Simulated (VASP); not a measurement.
# Cu (Fm-3m) in VASP: notebook, part 2 of 2

VASP 6.6.1. Earlier steps stand in the parts before.

## 4. Single point, PBEsol (volume scaled by 0.96)

Input file INCAR:

```
PREC = Accurate
ENCUT = 520
EDIFF = 1E-6
ISMEAR = -1
SIGMA = 0.08
LREAL = F
LASPH = T
NELM = 60
ALGO = Normal
ISIF = 2
LWAVE = F
LCHARG = F
GGA = PS
NBANDS = 12
```

Input file KPOINTS:

```
regular mesh
0
Gamma
  19 19 19
```

Input file POSCAR:

```
Cu
1.0
    0.0000000000      1.7830713297      1.7830713297
    1.7830713297      0.0000000000      1.7830713297
    1.7830713297      1.7830713297      0.0000000000
Cu
1
Direct
    0.0000000000      0.0000000000      0.0000000000
```

Potentials or basis: VASP PAW PBE potentials, release 64 (Cu).

Launch:

```
cat potpaw_PBE.64/Cu/POTCAR > POTCAR
mpirun -np 1 vasp_std > vasp.out
```

OUTCAR:

```text
PREC = Accurate
   ENCUT = 520
   EDIFF = 1E-6
   ISMEAR = -1
   LREAL = F
   LASPH = T
   NELM = 60
   ISIF = 2
   GGA = PS

 ion  position               nearest neighbor table
   1  0.000  0.000  0.000-

  LATTYP: Found a face centered cubic cell.
 ALAT       =     3.5661426594

  Lattice vectors:

 A1 = (   0.0000000000,   1.7830713297,   1.7830713297)
 A2 = (   1.7830713297,   0.0000000000,   1.7830713297)
 A3 = (   1.7830713297,   1.7830713297,   0.0000000000)

Analysis of symmetry for initial positions (statically):
=====================================================================
 Subroutine PRICEL returns:
 Original cell was already a primitive cell.

 Routine SETGRP: Setting up the symmetry group for a
 face centered cubic supercell.

 Subroutine GETGRP returns: Found 48 space group operations
 (whereof 48 operations were pure point group operations)
 out of a pool of 48 trial point group operations.

The static configuration has the point symmetry O_h .

Analysis of symmetry for dynamics (positions and initial velocities):
=====================================================================
 Subroutine PRICEL returns:
 Original cell was already a primitive cell.

 Routine SETGRP: Setting up the symmetry group for a
 face centered cubic supercell.

 Subroutine GETGRP returns: Found 48 space group operations
 (whereof 48 operations were pure point group operations)
 out of a pool of 48 trial point group operations.

The dynamic configuration has the point symmetry O_h .

 Subroutine INISYM returns: Found 48 space group operations
 (whereof 48 operations are pure point group operations),
 and found     1 'primitive' translations

----------------------------------------------------------------------------------------

                                     Primitive cell

  volume of cell :      11.3380

  direct lattice vectors                    reciprocal lattice vectors
     0.000000000  1.783071330  1.783071330    -0.280415030  0.280415030  0.280415030
     1.783071330  0.000000000  1.783071330     0.280415030 -0.280415030  0.280415030
     1.783071330  1.783071330  0.000000000     0.280415030  0.280415030 -0.280415030

  length of vectors
     2.521643657  2.521643657  2.521643657     0.485693079  0.485693079  0.485693079

  position of ions in fractional coordinates (direct lattice)
     0.000000000  0.000000000  0.000000000

  ion indices of the primitive-cell ions
   primitive index   ion index
                 1           1

----------------------------------------------------------------------------------------

 KPOINTS: regular mesh

Automatic generation of k-mesh.
 Grid dimensions read from file:
 generate k-points for:   19   19   19

 Generating k-lattice:

  Cartesian coordinates                     Fractional coordinates (reciprocal lattice)
    -0.014758686  0.014758686  0.014758686     0.052631579  0.000000000  0.000000000
     0.014758686 -0.014758686  0.014758686     0.000000000  0.052631579  0.000000000
     0.014758686  0.014758686 -0.014758686     0.000000000  0.000000000  0.052631579

  Length of vectors
     0.025562794  0.025562794  0.025562794

  Shift w.r.t. Gamma in fractional coordinates (k-lattice)
     0.000000000  0.000000000  0.000000000

 Subroutine IBZKPT returns following result:
 ===========================================

 Found    220 irreducible k-points:

 Following reciprocal coordinates:
            Coordinates               Weight
  0.000000  0.000000  0.000000      1.000000
  0.052632  0.000000  0.000000      8.000000
  0.105263  0.000000  0.000000      8.000000
  0.157895  0.000000  0.000000      8.000000
  0.210526  0.000000  0.000000      8.000000
  0.263158  0.000000  0.000000      8.000000
[... 16 lines left out ...]
 -0.315789  0.052632  0.000000     24.000000
 -0.263158  0.052632  0.000000     24.000000
 [... further k-points ...]
   k-points           NKPTS =    220   k-points in BZ     NKDIM =    220   number of bands    NBANDS=     12
   number of dos      NEDOS =    301   number of ions     NIONS =      1
   total plane-waves  NPLWV =   8000
   dimension x,y,z NGX =    20 NGY =   20 NGZ =   20
   dimension x,y,z NGXF=    40 NGYF=   40 NGZF=   40
   ions per type =               1
   NGX,Y,Z   is equivalent  to a cutoff of  13.19, 13.19, 13.19 a.u.
   NGXF,Y,Z  is equivalent  to a cutoff of  26.37, 26.37, 26.37 a.u.
 SYSTEM =  unknown system
   PREC   = accura    normal or accurate (medium, high low for compatibility)
   ISTART =      0    job   : 0-new  1-cont  2-samecut
   ICHARG =      2    charge: 1-file 2-atom 10-const
   ISPIN  =      1    spin polarized calculation?
   LNONCOLLINEAR =      F non collinear calculations
   LSORBIT =      F    spin-orbit coupling
   LASPH  =      T    aspherical Exc in radial PAW
   ENCUT  =  520.0 eV  38.22 Ry    6.18 a.u.   4.69  4.69  4.69*2*pi/ulx,y,z
   NELM   =     60;   NELMIN=  2; NELMDL= -5     # of ELM steps
   EDIFF  = 0.1E-05   stopping-criterion for ELM
   LREAL  =      F    real-space projection
   EDIFFG = 0.1E-04   stopping-criterion for IOM
   NSW    =      0    number of steps for IOM
   IBRION =     -1    ionic relax: 0-MD 1-quasi-New 2-CG
   NFREE  =      0    steps in history (QN), initial steepest desc. (CG)
   ISIF   =      2    stress and relaxation
   ISYM   =      2    0-nonsym 1-usesym 2-fastsym
   POTIM  = 0.5000    time-step for ionic-motion
   TEBEG  =    0.0;   TEEND  =   0.0 temperature during run
   PSTRESS=    0.0 pullay stress
   NELECT =      11.0000    total number of electrons
   NUPDOWN=      -1.0000    fix difference up-down
   EMIN   =  10.00;   EMAX   =-10.00  energy-range for DOS
   EFERMI =   0.00;   METHOD = LEGACY
   ISMEAR =    -1;   SIGMA  =   0.08  broadening in eV -4-tet -1-fermi 0-gaus
   EFERMI_NEDOS =   21; number of points for ismear=-14 and -15
   IALGO  =     38    algorithm
   IMIX   =      4    mixing-type and parameters
     AMIX     =   0.40;   BMIX     =  1.00
     AMIX_MAG =   1.60;   BMIX_MAG =  1.00
  volume/ion in A,a.u.               =      11.34        76.51
  Fermi-wavevector in a.u.,A,eV,Ry     =   1.620667  3.062616 35.736521  2.626560
  Thomas-Fermi vector in A             =   2.714568
   LORBIT       =      0    0 simple, 1 ext, 2 COOP (PROOUT), +10 PAW based schemes
   GGA     = PS    functional components
   LHFCALC =     F    Hartree Fock is set to
   AEXX    =    0.0000 exact exchange contribution
   IVDW    =     0    specifies the selected vdW correction
   LEPSILON=     F    determine dielectric tensor
   LRPA    =     F    only Hartree local field effects (RPA)
 non-spin polarized calculation
  energy-cutoff  :      520.00
  volume of cell :       11.34
 maximum number of plane-waves:       316
   NGX =  9   NGY =  9   NGZ =  9

 number of electron      11.0000013 magnetization

 Free energy of the ion-electron system (eV)
  ---------------------------------------------------
  ext. energy  EPLUGINS =         0.00000000
  ---------------------------------------------------
  free energy    TOTEN  =        -4.31068666 eV

  energy without entropy =       -4.30370856  energy(sigma->0) =       -4.30719761

 E-fermi :   7.9550     XC(G=0): -13.1485

 val. band max:        7.9530046115   @ k =  -0.3684   0.1579   0.0526
 cond. band min:       7.9833624174   @ k =   0.4737   0.3684   0.0526
 fundamental gap:      0.0303578060
 Fermi energy:         7.9550409021

 k-point     1 :       0.0000    0.0000    0.0000
  band No.  band energies     occupation
      1      -1.7901      2.00000
      2       4.7546      2.00000
      3       4.7546      2.00000
      4       4.7546      2.00000
      5       5.6405      2.00000
      6       5.6405      2.00000
      7      30.8247      0.00000
      8      33.7574      0.00000
      9      33.7574      0.00000
     10      33.7574      0.00000
     11      36.2722      0.00000
     12      36.2722      0.00000

 k-point     2 :       0.0526    0.0000    0.0000
  band No.  band energies     occupation
      1      -1.6860      2.00000
      2       4.7313      2.00000
      3       4.7751      2.00000
      4       4.7751      2.00000
      5       5.6321      2.00000
      6       5.6321      2.00000
      7      30.3031      0.00000
      8      32.3884      0.00000
      9      33.4187      0.00000
     10      33.4187      0.00000
     11      36.7538      0.00000
     12      36.7538      0.00000
[... 316 lines left out ...]
 k-point    24 :      -0.2632    0.0526    0.0000
  band No.  band energies     occupation
      1       0.9536      2.00000
      2       4.4601      2.00000
      3       4.8886      2.00000
      4       4.9302      2.00000
      5       5.6958      2.00000
      6       5.9569      2.00000
      7      19.2534      0.00000
      8      28.2420      0.00000
      9      31.4988      0.00000
     10      32.8362      0.00000
     11      34.9807      0.00000
     12      36.3937      0.00000

 [... further k-points ...]
[... 5 lines left out ...]
  --------------------------------------------------------------------------------------
  -------------------------------------------------------------------------------------
  Total        0.0216968      0.0216968      0.0216968      0.0000000      0.0000000      0.0000000
  in kB        3.0659790      3.0659790      3.0659790      0.0000000      0.0000000      0.0000000
  external PRESSURE =       3.0659790 kB  Pullay stress =       0.0000000 kB

 VOLUME and BASIS-vectors are now :
 -----------------------------------------------------------------------------
  energy-cutoff  :      520.00
  volume of cell :       11.34
      direct lattice vectors                 reciprocal lattice vectors
     0.000000000  1.783071330  1.783071330    -0.280415030  0.280415030  0.280415030
     1.783071330  0.000000000  1.783071330     0.280415030 -0.280415030  0.280415030
     1.783071330  1.783071330  0.000000000     0.280415030  0.280415030 -0.280415030

 POSITION                                       TOTAL-FORCE (eV/Angst)
 -----------------------------------------------------------------------------------
      0.00000      0.00000      0.00000         0.000000     -0.000000      0.000000
 -----------------------------------------------------------------------------------
    total drift:                                0.000000      0.000000      0.000000

  FREE ENERGIE OF THE ION-ELECTRON SYSTEM (eV)
  ---------------------------------------------------
  free  energy   TOTEN  =        -4.3106866565 eV

  energy  without entropy=       -4.3037085611  energy(sigma->0) =       -4.30719761
```

It took 26 s on 1 thread of Intel Xeon 8259CL, shared host; peak memory 0.15 GiB.

What came out:

- Free energy: -4.3107 eV
- Pressure: 0.3 GPa

Caveat: the PAW data sets were made with another functional, which shifts forces and pressure a little.
